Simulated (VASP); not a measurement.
# Pt (Im-3m) in VASP: notebook, part 2 of 2

VASP 6.6.1. Earlier steps stand in the parts before.

### 3 Single point, r2SCAN

This run uses another cell than the first one, of 14.93 Å³/atom.

Input file POSCAR:

```
Pt
1.0
   -1.5513540222      1.5513540222      1.5513540222
    1.5513540222     -1.5513540222      1.5513540222
    1.5513540222      1.5513540222     -1.5513540222
Pt
1
Direct
    0.0000000000      0.0000000000      0.0000000000
```

Input file INCAR.step1:

```
PREC = Accurate
ENCUT = 550
ISMEAR = 1
SIGMA = 0.05
LREAL = F
LASPH = T
NELM = 120
NBANDS = 11
GGA = PE
ALGO = Normal
EDIFF = 1E-5
LWAVE = T
LCHARG = F
GGA_COMPAT = F
```

Input file INCAR.step2:

```
PREC = Accurate
ENCUT = 550
EDIFF = 1E-6
ISMEAR = 1
SIGMA = 0.05
LREAL = F
LASPH = T
NELM = 120
ALGO = Normal
ISIF = 2
LWAVE = F
LCHARG = F
METAGGA = R2SCAN
LMIXTAU = T
NBANDS = 11
ISTART = 1
GGA_COMPAT = F
```

Input file KPOINTS:

```
regular mesh
0
Gamma
  15 15 15
```

Potentials or basis: VASP PAW PBE potentials, release 64 (Pt).

The run is started by

```
cat potpaw_PBE.64/Pt/POTCAR > POTCAR
cp INCAR.step1 INCAR
mpirun -np 1 vasp_std > vasp.out
cp INCAR.step2 INCAR
mpirun -np 1 vasp_std > vasp.out
```

OUTCAR:

```text
PREC = Accurate
   ENCUT = 550
   EDIFF = 1E-6
   ISMEAR = 1
   LREAL = F
   LASPH = T
   NELM = 120
   ISIF = 2
   METAGGA = R2SCAN
   ISTART = 1

 ion  position               nearest neighbor table
   1  0.000  0.000  0.000-

  LATTYP: Found a body centered cubic cell.
 ALAT       =     3.1027080444

  Lattice vectors:

 A1 = (  -1.5513540222,   1.5513540222,   1.5513540222)
 A2 = (   1.5513540222,  -1.5513540222,   1.5513540222)
 A3 = (   1.5513540222,   1.5513540222,  -1.5513540222)

Analysis of symmetry for initial positions (statically):
=====================================================================
 Subroutine PRICEL returns:
 Original cell was already a primitive cell.

 Routine SETGRP: Setting up the symmetry group for a
 body centered cubic supercell.

 Subroutine GETGRP returns: Found 48 space group operations
 (whereof 48 operations were pure point group operations)
 out of a pool of 48 trial point group operations.

The static configuration has the point symmetry O_h .

Analysis of symmetry for dynamics (positions and initial velocities):
=====================================================================
 Subroutine PRICEL returns:
 Original cell was already a primitive cell.

 Routine SETGRP: Setting up the symmetry group for a
 body centered cubic supercell.

 Subroutine GETGRP returns: Found 48 space group operations
 (whereof 48 operations were pure point group operations)
 out of a pool of 48 trial point group operations.

The dynamic configuration has the point symmetry O_h .

 Subroutine INISYM returns: Found 48 space group operations
 (whereof 48 operations are pure point group operations),
 and found     1 'primitive' translations

[... 109 lines left out ...]
   IALGO  =     38    algorithm
   IMIX   =      4    mixing-type and parameters
     AMIX     =   0.40;   BMIX     =  1.00
     AMIX_MAG =   1.60;   BMIX_MAG =  1.00
  volume/ion in A,a.u.               =      14.93       100.78
  Fermi-wavevector in a.u.,A,eV,Ry     =   1.432223  2.706509 27.909116  2.051262
  Thomas-Fermi vector in A             =   2.551874
   LORBIT       =      0    0 simple, 1 ext, 2 COOP (PROOUT), +10 PAW based schemes
   METAGGA = R2SCAN    functional components
   LHFCALC =     F    Hartree Fock is set to
   AEXX    =    0.0000 exact exchange contribution
   IVDW    =     0    specifies the selected vdW correction
   LEPSILON=     F    determine dielectric tensor
   LRPA    =     F    only Hartree local field effects (RPA)
 non-spin polarized calculation
 Methfessel and Paxton  Order N= 1 SIGMA  =   0.05
  energy-cutoff  :      550.00
  volume of cell :       14.93
 maximum number of plane-waves:       450
 NGX is ok and might be reduce to    24
   NGX = 11   NGY = 11   NGZ = 11

 number of electron      10.0000001 magnetization

 Free energy of the ion-electron system (eV)
  ---------------------------------------------------
  ext. energy  EPLUGINS =         0.00000000
  ---------------------------------------------------
  free energy    TOTEN  =       -51.39969859 eV

  energy without entropy =      -51.39962794  energy(sigma->0) =      -51.39967504

 E-fermi :  10.9984     XC(G=0): -14.6754

 val. band max:       10.9915959550   @ k =  -0.4000   0.4000   0.3333
 cond. band min:      11.0232888957   @ k =  -0.4000   0.4000   0.0667
 fundamental gap:      0.0316929408
 Fermi energy:        10.9983608377

 k-point     1 :       0.0000    0.0000    0.0000
  band No.  band energies     occupation
      1       0.6333      2.00000
      2       7.0529      2.00000
      3       7.0529      2.00000
      4       7.0529      2.00000
      5       9.7740      2.00000
      6       9.7740      2.00000
      7      29.0543      0.00000
      8      29.0543      0.00000
      9      29.0543      0.00000
     10      40.2197      0.00000
     11      40.2197      0.00000
[... 309 lines left out ...]
 k-point    24 :       0.4000    0.2000    0.0000
  band No.  band energies     occupation
      1       4.5761      2.00000
      2       5.8008      2.00000
      3       7.8878      2.00000
      4       9.5901      2.00000
      5      10.5758      2.00000
      6      16.0458      0.00000
      7      17.5399      0.00000
      8      23.3272      0.00000
      9      27.7385      0.00000
     10      35.6282      0.00000
     11      35.8551      0.00000

 [... further k-points ...]
[... 5 lines left out ...]
  --------------------------------------------------------------------------------------
  -------------------------------------------------------------------------------------
  Total        1.0122298      1.0122298      1.0122298      0.0000000     -0.0000000      0.0000000
  in kB      108.5917875    108.5917875    108.5917875      0.0000000     -0.0000000      0.0000000
  external PRESSURE =     108.5917875 kB  Pullay stress =       0.0000000 kB

 VOLUME and BASIS-vectors are now :
 -----------------------------------------------------------------------------
  energy-cutoff  :      550.00
  volume of cell :       14.93
      direct lattice vectors                 reciprocal lattice vectors
    -1.551354022  1.551354022  1.551354022     0.000000000  0.322299097  0.322299097
     1.551354022 -1.551354022  1.551354022     0.322299097  0.000000000  0.322299097
     1.551354022  1.551354022 -1.551354022     0.322299097  0.322299097  0.000000000

 POSITION                                       TOTAL-FORCE (eV/Angst)
 -----------------------------------------------------------------------------------
      0.00000      0.00000      0.00000         0.000000     -0.000000     -0.000000
 -----------------------------------------------------------------------------------
    total drift:                                0.000000      0.000000      0.000000

  FREE ENERGIE OF THE ION-ELECTRON SYSTEM (eV)
  ---------------------------------------------------
  free  energy   TOTEN  =       -51.3996985856 eV

  energy  without entropy=      -51.3996279410  energy(sigma->0) =      -51.39967504
```

OUTCAR.step1:

```text
PREC = Accurate
   ENCUT = 550
   ISMEAR = 1
   LREAL = F
   LASPH = T
[... 552 lines left out ...]

 POSITION                                       TOTAL-FORCE (eV/Angst)
 -----------------------------------------------------------------------------------
      0.00000      0.00000      0.00000         0.000000     -0.000000     -0.000000
 -----------------------------------------------------------------------------------
    total drift:                               -0.000000      0.000000      0.000000

  FREE ENERGIE OF THE ION-ELECTRON SYSTEM (eV)
  ---------------------------------------------------
  free  energy   TOTEN  =        -5.9724640503 eV

  energy  without entropy=       -5.9722738454  energy(sigma->0) =       -5.97240065
```

OSZICAR.step1:

```text
N       E                     dE             d eps       ncg     rms          rms(c)
DAV:   1     0.423482267021E+02    0.42348E+02   -0.55573E+03  2680   0.883E+02
DAV:   2    -0.568650591201E+01   -0.48035E+02   -0.46075E+02  2991   0.183E+02
DAV:   3    -0.632869713723E+01   -0.64219E+00   -0.63715E+00  3092   0.201E+01
DAV:   4    -0.633114584817E+01   -0.24487E-02   -0.24486E-02  3071   0.145E+00
DAV:   5    -0.633116441824E+01   -0.18570E-04   -0.18569E-04  3108   0.118E-01    0.129E+01
DAV:   6    -0.601563837281E+01    0.31553E+00   -0.66269E-01  2856   0.649E+00    0.683E+00
DAV:   7    -0.597596218119E+01    0.39676E-01   -0.14287E-01  2994   0.296E+00    0.240E+00
DAV:   8    -0.597270868469E+01    0.32535E-02   -0.75438E-03  2862   0.760E-01    0.559E-01
DAV:   9    -0.597245931805E+01    0.24937E-03   -0.29583E-04  3039   0.151E-01    0.212E-02
DAV:  10    -0.597246405025E+01   -0.47322E-05   -0.36053E-06  1912   0.154E-02
   1 F= -.59724641E+01 E0= -.59724006E+01  d E =-.190205E-03
```

Run time: 50 s. Hardware: 1 thread of Intel Xeon Platinum 8259CL at 2.50GHz (Skylake/Cascade Lake), shared host; peak memory 0.16 GiB.

What came out:

| Property | Result |
| --- | --- |
| Free energy | -51.3997 eV |
| Pressure | 10.9 GPa |
| Band gap on the k mesh | zero (bands 5 and 6 overlap by 2.49 eV) |

Levels at points of the mesh, in eV from the Fermi level:
```csv
k point,band 2,band 3,band 4,band 5,band 6,band 7,band 8,band 9
"(0.00, 0.00, 0.00)",-3.95,-3.95,-3.95,-1.22,-1.22,18.06,18.06,18.06
```

Caveat: the cell stands under pressure; the PAW data sets were made with another functional, which shifts forces and pressure a little; spin-orbit coupling is left out, which moves the levels of the heavy elements.

The gap in the log of VASP goes by the Fermi energy; the results here count the filled bands.